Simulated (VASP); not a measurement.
Write the native input for VASP 6.6.1 that does the following.

```yaml
Task: single point
Functional: PBE
Potentials_or_basis: VASP PAW PBE potentials, release 64 (Cd_sv_GW, S)
Cutoff: 630 eV
k_mesh: 6 × 6 × 4
Occupations: gaussian, width 0.2 eV
Spin: no spin polarisation
Dipole_correction: no
Further_INCAR_settings: ALGO = Normal; EDIFF = 1e-06; NBANDS = 34
```

The structure of CdS lies in POSCAR:

```
CdS
1.0
    4.4085296290      0.0000000000      0.0000000000
   -2.2042648145      3.8178986521      0.0000000000
    0.0000000000      0.0000000000      5.7481182101
Cd S
2 2
Direct
    0.3333333333      0.6666666667      0.2500000000
    0.6666666667      0.3333333333      0.7500000000
    0.6666666667      0.3333333333      0.2500000000
    0.3333333333      0.6666666667      0.7500000000
```

The input as run:

INCAR

```
SYSTEM = CdS
ALGO = Normal
EDIFF = 1E-6
ENCUT = 630
GGA = PE
GGA_COMPAT = .False.
ISIF = 2
ISMEAR = 0
LASPH = .True.
LCHARG = .False.
LREAL = .False.
LWAVE = .False.
NBANDS = 34
NELM = 120
PREC = Accurate
SIGMA = 0.2
```

KPOINTS

```
k-points
0
Gamma
  6 6 4
  0 0 0
```

Potentials or basis: VASP PAW PBE potentials, release 64 (Cd_sv_GW, S).

Run with:

```bash
$ cat potpaw_PBE.64/Cd_sv_GW/POTCAR potpaw_PBE.64/S/POTCAR > POTCAR
$ mpirun -np 1 vasp_std > vasp.out
```

Results of the run:

```json
{
  "Pressure": "1.3 GPa",
  "Band gap on the k mesh": "1.00 eV (least direct gap 1.27 eV)"
}
```

Run time: 59 s on 1 thread of AMD EPYC 9R45 (Zen 5) (shared host), peak memory 0.26 GiB.
